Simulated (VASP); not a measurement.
Runs of VASP 6.6.1 on KBr. The structure is that of space group Fm-3m (No. 225), or close to it. The cells are those of the table. 

| cell | gap on the mesh (eV) | pressure (GPa) |
| --- | --- | --- |
| a = 4.656, b = 4.685 Å, angles 59.8, 59.6, 59.8°, 2 atoms | 4.44 | 0.9 |
| a = 4.656, b = 4.715 Å, angles 59.6, 59.2, 59.6°, 2 atoms | (a) | 0.9 |
| a = 4.657, b = 4.744 Å, angles 59.4, 58.8, 59.4°, 2 atoms | 4.41 | 0.9 |
| a = 4.657, b = 4.540 Å, angles 60.8, 61.7, 60.8°, 2 atoms | 4.39 | 0.9 |

Alike in all rows: task single point; level PBE; potentials or basis VASP PAW PBE potentials, release 64 (K_sv, Br); no spin polarisation; k mesh 6 × 6 × 6; cutoff (eV) 520; smearing gaussian 0.05 eV.

Problem. Fill in the values left out.

Solution. (a) 4.42.

A k mesh can miss the band edges, and the runs leave out spin-orbit coupling on Br.
